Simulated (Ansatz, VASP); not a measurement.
# Y2I3 in VASP and in Ansatz

Contents of INCAR:

```
SYSTEM = Y2I3
ALGO     = Normal         ! electronic algorithm
EDIFF    = 1E-6           ! SCF threshold, eV
EDIFFG   = -0.04          ! ionic threshold
ENCUT    = 600            ! plane-wave cutoff, eV
GGA      = PE             ! functional
IBRION   = 2              ! ionic algorithm
ISIF     = 3              ! what is computed and relaxed
ISMEAR   = 0              ! smearing method
LASPH    = .TRUE.         ! aspherical terms in the spheres
LCHARG   = .FALSE.        ! write CHGCAR
LREAL    = .FALSE.        ! projectors in reciprocal space
LWAVE    = .FALSE.        ! write WAVECAR
NELM     = 60             ! most SCF steps
NSW      = 90             ! ionic steps
PREC     = Accurate       ! precision mode
SIGMA    = 0.1            ! smearing width, eV
```

The input KPOINTS:

```
k-points
0
G
  6 6 2
  0 0 0
```

The input POSCAR:

```
Y2I3
1.0
    5.0826486030      0.0000000000      0.0000000000
   -2.5413243015      4.4017028087      0.0000000000
    0.0000000000      0.0000000000      7.9077756183
Y I
2 3
Direct
    0.3333333333      0.6666666667      0.2450000000
    0.6666666667      0.3333333333      0.7550000000
    0.0000000000      0.0000000000      0.0000000000
    0.3333333333      0.6666666667      0.6450000000
    0.6666666667      0.3333333333      0.3550000000
```

Input for Ansatz:

```yaml
crystal:
  lattice:
    - [5.082648603, 0.0, 0.0]
    - [-2.5413243015, 4.4017028087, 0.0]
    - [0.0, 0.0, 7.9077756183]
  atoms:
    - { symbol: "Y", position: [0.3333333333, 0.6666666667, 0.245] }
    - { symbol: "Y", position: [0.6666666667, 0.3333333333, 0.755] }
    - { symbol: I, position: [0.0, 0.0, 0.0] }
    - { symbol: I, position: [0.3333333333, 0.6666666667, 0.645] }
    - { symbol: I, position: [0.6666666667, 0.3333333333, 0.355] }
basis:
  ecutwfc: 420
kpoints:
  mp_grid: { grid: [6, 6, 2] }
hamiltonian:
  xc: pbe
scf:
  occupations: { method: gaussian, width: 0.1 }
  lower_state_search: "off"
output:
  forces: true
  stress: true
  eigenvalues: true
relax:
  adjacent_minimum: "off"
  f_tol: 0.04
  max_steps: 70
  cell: { stress_tol: 0.4 }
```

Alike in both runs: task relaxation of cell and atoms; functional PBE; k mesh 6 × 6 × 2; occupations gaussian, width 0.1 eV; no spin polarisation.

|  | VASP | Ansatz |
| --- | --- | --- |
| version | VASP 6.6.1 | Ansatz 0.2.0 |
| potentials or method | VASP PAW PBE potentials, release 64 (Y_sv, I), cutoff 600 eV | scalar-relativistic, plane waves, PAW |
| valence electrons in the cell | 43 | 73 |

```tsv
	VASP	Ansatz	Ansatz less VASP
gap on the k mesh at the Fermi level, each at its own relaxed structure (eV)	none	none	-
relaxed volume (Å³/atom)	33.08	34.77	+1.684
relaxed length of the cell vector where the two differ most in proportion (Å)	6.781	7.324	+0.5429
```

A gap of «none» marks a metal or a gap that the smearing closes. One of these differences is far larger than is usual between the two programs; its cause wasn't traced. VASP's potentials hold 43 valence electrons a cell and Ansatz's 73, so a difference there can come from the potentials and not from the codes.

The k mesh is coarse, so the values compare programs but aren't converged. Neither program's run includes spin-orbit coupling.
